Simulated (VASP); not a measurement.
# BAs: single point with PBE

The system is BAs.

```xyz
2
Lattice="0.0000 2.3885 2.3885 2.3885 0.0000 2.3885 2.3885 2.3885 0.0000" Properties=species:S:1:pos:R:3 pbc="T T T"
As    3.5827    3.5827    3.5827
B     0.0000    0.0000    0.0000
```

| Quantity | Value |
| --- | --- |
| Program | VASP 6.6.1 |
| Task | single point |
| Functional | PBE |
| Potentials or basis | VASP PAW PBE potentials, release 64 (As, B) |
| Cutoff | 520 eV |
| k mesh | 10 × 10 × 10 |
| Occupations | gaussian, width 0.028 eV |
| Spin | no spin polarisation |
| Dipole correction | no |
| Further INCAR settings | ALGO = Normal; EDIFF = 1e-07; NBANDS = 11 |

| Quantity | Value |
| --- | --- |
| Pressure | 3.4 GPa |
| Band gap on the k mesh | 1.18 eV, indirect (least direct gap 3.28 eV) |

Levels at points of the mesh, in eV from the valence-band top:
```
           k point  band 1  band 2  band 3  band 4  band 5  band 6  band 7  band 8  band 9
(0.00, 0.00, 0.00)  -15.40    0.00    0.00    0.00    3.28    3.28    3.28    4.69    9.58
(0.50, 0.00, 0.00)  -12.53   -8.79   -1.82   -1.82    2.69    4.78    4.78    8.86   12.72
(0.50, 0.50, 0.00)  -11.21   -8.53   -4.08   -4.08    1.43    1.44   11.37   11.37   12.86
```

Wall time 8 s on 1 thread of Intel(R) Xeon(R) 6975P-C (Granite Rapids), with other jobs on the host, peak memory 0.16 GiB.

A k mesh can miss the band edges. A hybrid or GW would open this gap; PBE tends to underestimate it.
